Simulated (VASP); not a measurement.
Crystal: C.

```xyz
2
Lattice="1.9482 0.0000 0.0000 -0.9741 1.6872 0.0000 0.0000 0.0000 3.1937" Properties=species:S:1:pos:R:3 pbc="T T T"
C     0.9741    0.5624    1.1964
C     0.0000    1.1248    1.9973
```

The cell was built from a structure type or drawn by symmetry, and may not be a known phase.

* Program: VASP 6.6.1
* Task: relaxation of cell and atoms
* Functional: PBE
* Potentials or basis: VASP PAW PBE potentials, release 64 (C)
* Cutoff: 600 eV
* k mesh: 12 × 12 × 6
* Occupations: gaussian, width 0.1 eV
* Spin: no spin polarisation

At the start: pressure 215.8 GPa; volume 5.25 Å³/atom.

**Question.** How do energy, volume and symmetry change on relaxing?

**Answer.** Over 24 steps the energy falls by 4789.7 meV/atom and the volume is 9.68 Å³/atom (+84.4 %); space group P-3m1 (No. 164, to 0.1 Å) before, P6/mmm (No. 191, to 0.1 Å).

The path:
```
step  energy change (eV)  largest force (eV/Å)  pressure (GPa)  volume (Å³)
   1              0.0000                1.4668          215.79        10.50
   2             -1.5566                6.3708          -52.22        24.27
   3             -3.7687                8.6022          -18.34        16.40
   4             -5.3726                1.7083          -80.66        20.59
   5             -6.3494                6.0198          -61.88        19.20
   6             -8.2292                5.0902            8.46        13.75
   7             -8.9263                0.9185          -23.95        15.39
   8             -8.8563                0.7633           77.35        13.55
   9             -9.2554                0.0513           16.34        14.50
  10             -9.2555                0.0242           17.87        14.47
  11             -9.3890                0.2848           11.03        15.40
  12             -9.5070                0.9198            1.81        17.17
  13             -9.5145                1.1490           -0.68        17.80
  14             -9.5609                0.6297            4.18        18.57
  15             -9.5701                0.1370            2.94        18.36
  16             -9.5702                0.1120            2.87        18.35
  17             -9.5708                0.2172           -3.23        18.92
  18             -9.5726                0.1691           -0.49        18.65
  19             -9.5767                0.0156           -0.67        18.94
  20             -9.5775                0.1561           -0.80        19.16
  21             -9.5777                0.0410            2.93        19.26
  22             -9.5787                0.0960            1.12        19.21
  23             -9.5792                0.1060           -0.19        19.43
  24             -9.5794                0.0351            0.28        19.35
```

Final structure:
```
C
1.0
     2.46178    0.00000    0.00000
    -1.23089    2.13196    0.00000
     0.00000    0.00000    3.68759
C
2
Direct
  0.66667 0.33333 0.50028
  0.33333 0.66667 0.49972
```

Caveat: the volume moved by over 15 % at a fixed basis, so the end points are rough; this functional lacks dispersion, which binds the layers, so the pressure and a relaxed spacing across them are unreliable.
